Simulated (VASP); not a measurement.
# SiNi: electric field gradients with PBE

The system is SiNi.

```
Si Ni
1.0
     3.06645    0.00000    0.00000
     0.00000    3.31658    0.00000
     0.00000    0.00000    4.75958
Si Ni
2 2
Direct
  0.50000 0.50000 0.84230
  0.00000 0.00000 0.15770
  0.50000 0.50000 0.34422
  0.00000 0.00000 0.65578
```

```json
{"Program": "VASP 6.6.1", "Task": "electric field gradients", "Functional": "PBE", "Potentials or basis": "VASP PAW PBE potentials, release 64 (Si, Ni)", "Cutoff": "520 eV", "k mesh": "11 × 10 × 7", "Occupations": "fermi-dirac, width 0.05 eV", "Spin": "collinear spin, ferromagnetic start", "Starting moments": "[0.0, 0.0, 1.5, 1.5] μB", "Dipole correction": "no", "Further INCAR settings": "ALGO = Normal; EDIFF = 1e-08; NBANDS = 26"}
```

```yaml
Pressure: -5.5 GPa
Largest_force: 0.205 eV/Å
Band_gap_on_the_k_mesh: zero (filled and empty bands overlap)
Net_moment: 0.00 μB per cell
Largest_electric_field_gradient_by_atom: Si -33.3; Ni -11.5 V/Å²
Valence_electrons_inside_the_program's_atomic_spheres: Si 1.58; Ni 9.45
```

Forces in eV/Å, atoms in the order of the input:
```
Si   0.000  0.000  0.016
Si   0.000  0.000 -0.016
Ni   0.000  0.000 -0.205
Ni   0.000  0.000  0.205
```

Stress tensor (GPa, compression positive):
```
-4.89  0.00  0.00
 0.00 -5.53  0.00
 0.00  0.00 -6.11
```

Levels at points of the mesh, in eV from the Fermi level:
Spin up:
| k point | band 11 | band 12 | band 13 | band 14 | band 15 | band 16 | band 17 | band 18 |
| --- | --- | --- | --- | --- | --- | --- | --- | --- |
| (0.00, 0.00, 0.00) | -2.15 | -1.81 | -1.80 | -0.98 | 0.78 | 2.78 | 5.05 | 5.19 |
| (0.00, 0.50, 0.00) | -2.06 | -2.06 | -1.91 | -1.91 | 1.19 | 1.19 | 4.46 | 4.46 |
Spin down:
```
           k point  band 11  band 12  band 13  band 14  band 15  band 16  band 17  band 18
(0.00, 0.00, 0.00)    -2.15    -1.81    -1.80    -0.98     0.78     2.78     5.05     5.19
(0.00, 0.50, 0.00)    -2.06    -2.06    -1.91    -1.91     1.19     1.19     4.46     4.46
```

Electric field gradients, principal values (V/Å²):
```tsv
atom	least	middle	greatest (by size)
1 Si	8.944	24.333	-33.277
2 Si	8.944	24.333	-33.277
3 Ni	3.851	7.648	-11.500
4 Ni	3.851	7.648	-11.500
```

It took 2.4 min on 1 thread of Intel(R) Xeon(R) 6975P-C (Granite Rapids), with other jobs on the host, peak memory 0.36 GiB.

Caveat: the cell stands under tension; the moments typed at the start vanished in this run; without QUAD_EFG the Cq values of the log hold for a quadrupole moment of 1 mb, not for the nuclei.
